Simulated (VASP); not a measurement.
Wanted: the native input for a VASP 6.6.1 run.

| Property | Result |
| --- | --- |
| Task | relaxation of cell and atoms |
| Functional | r2SCAN |
| Potentials or basis | VASP PAW PBE potentials, release 64 (Zn, Si, P) |
| Cutoff | 550 eV |
| k mesh | 8 × 8 × 8 |
| Occupations | gaussian, width 0.02 eV |
| Spin | no spin polarisation |
| Dipole correction | no |
| Further INCAR settings | ALGO = Normal; EDIFF = 1e-07; IBRION = 2; EDIFFG = -0.005; NSW = 100; ISIF = 3 |

ZnSiP2:

```
Zn Si P
1.0
    -2.68670    2.68670    5.23003
     2.68670   -2.68670    5.23003
     2.68670    2.68670   -5.23003
Zn Si P
2 2 4
Cartesian
  0.0000 0.0000 0.0000
  0.0000 2.6867 2.6150
  0.0000 0.0000 5.2300
  2.6867 0.0000 2.6150
  1.4363 1.3434 1.3075
  1.2504 1.3434 6.5375
  1.3434 3.9371 -1.3075
  1.3434 -1.2504 3.9225
```

One way to write it, as run:

POSCAR

```
ZnSiP2
1.0
   -2.6867032364      2.6867032364      5.2300306318
    2.6867032364     -2.6867032364      5.2300306318
    2.6867032364      2.6867032364     -5.2300306318
Zn Si P
2 2 4
Direct
    0.0000000000      0.0000000000      0.0000000000
    0.7500000000      0.2500000000      0.5000000000
    0.5000000000      0.5000000000      0.0000000000
    0.2500000000      0.7500000000      0.5000000000
    0.3750000000      0.3923012000      0.5173012000
    0.8750000000      0.8576988000      0.4826988000
    0.6076988000      0.1250000000      0.9826988000
    0.1423012000      0.6250000000      0.0173012000
```

INCAR.step1

```
SYSTEM = ZnSiP2
ALGO = Normal ; EDIFF = 1E-5
EDIFFG = -0.005 ; ENCUT = 550
GGA = PE ; GGA_COMPAT = .FALSE.
IBRION = 2 ; ISIF = 3
ISMEAR = 0 ; KPAR = 4
LASPH = .TRUE. ; LCHARG = .FALSE.
LREAL = .FALSE. ; LWAVE = .TRUE.
NELM = 120 ; NELMIN = 4
NSW = 100 ; PREC = Accurate
SIGMA = 0.02
```

INCAR.step2

```
SYSTEM = ZnSiP2
ALGO = Normal ; EDIFF = 1E-7
EDIFFG = -0.005 ; ENCUT = 550
GGA_COMPAT = .FALSE. ; IBRION = 2
ISIF = 3 ; ISMEAR = 0
ISTART = 1 ; KPAR = 4
LASPH = .TRUE. ; LCHARG = .FALSE.
LMIXTAU = .TRUE. ; LREAL = .FALSE.
LWAVE = .FALSE. ; METAGGA = R2SCAN
NELM = 120 ; NELMIN = 4
NSW = 100 ; PREC = Accurate
SIGMA = 0.02
```

KPOINTS

```
k-points
0
G
  8 8 8
  0 0 0
```

Potentials or basis: VASP PAW PBE potentials, release 64 (Zn, Si, P).

Run with:

```bash
$ cat potpaw_PBE.64/Zn/POTCAR potpaw_PBE.64/Si/POTCAR potpaw_PBE.64/P/POTCAR > POTCAR
$ cp INCAR.step1 INCAR
$ mpirun -np 4 vasp_std > vasp.out
$ cp INCAR.step2 INCAR
$ mpirun -np 4 vasp_std > vasp.out
```

Results of the run:

- Pressure after relaxing: 0.0 GPa
- Band gap on the k mesh: 1.57 eV, direct

Caveat: the relaxation stopped at its first step, so nothing moved; the PAW data sets were made with another functional, which shifts forces and pressure a little.

It took 16 min on 4 MPI ranks on Intel(R) Xeon(R) Platinum 8488C (Sapphire Rapids), with other jobs on the host, peak memory 0.57 GiB a rank.
